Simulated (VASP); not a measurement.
**Ta2N: single point with PBE**

Ta2N:

```
Ta N
1.0
     3.02361    0.00000    0.00000
    -1.51181    2.61852    0.00000
     0.00000    0.00000    5.12598
Ta N
2 1
Direct
  0.66667 0.33333 0.74491
  0.33333 0.66667 0.25509
  0.00000 0.00000 0.00000
```

This cell differs from its parent crystal: strain -0.025 along x and y, +0.050 along z.

```
Program             : VASP 6.6.1
Task                : single point
Functional          : PBE
Potentials or basis : VASP PAW PBE potentials, release 64 (Ta_pv, N)
Cutoff              : 520 eV
k mesh              : 18 × 18 × 10
Occupations         : gaussian, width 0.15 eV
Spin                : no spin polarisation
```

| Quantity | Value |
| --- | --- |
| Pressure | 1.4 GPa |
| Largest force | 0.533 eV/Å |
| Band gap on the k mesh | zero (an odd number of electrons rules out a gap without spin polarisation) |

Forces in eV/Å, atoms in the order of the input:
```
Ta   0.000  0.000 -0.533
Ta   0.000  0.000  0.533
N    0.000  0.000  0.000
```

Stress tensor (GPa, compression positive):
```
 6.06  0.00  0.00
 0.00  6.06  0.00
 0.00  0.00 -7.84
```

Levels at points of the mesh, in eV from the Fermi level:
```csv
k point,band 10,band 11,band 12,band 13,band 14,band 15,band 16,band 17,band 18,band 19
"(0.00, 0.00, 0.00)",-5.59,-5.12,-1.28,-0.18,-0.18,0.16,0.94,0.94,1.22,1.22
"(0.50, 0.00, 0.00)",-6.04,-4.54,-2.38,-1.16,0.82,2.60,3.86,4.11,4.21,4.76
"(0.00, 0.00, 0.50)",-5.72,-3.40,-2.89,-0.75,-0.75,1.36,2.31,2.31,2.37,2.38
"(0.50, 0.00, 0.50)",-5.83,-3.52,-2.00,-1.95,-0.61,1.07,4.00,4.22,4.36,4.58
```

Run time: 93 s on 1 thread of Intel(R) Xeon(R) 6975P-C (Granite Rapids), with other jobs on the host, peak memory 0.35 GiB.

Caveat: the cell differs from its parent crystal (strain -0.025 along x and y, +0.050 along z); spin-orbit coupling is left out, which moves the levels of the heavy elements.
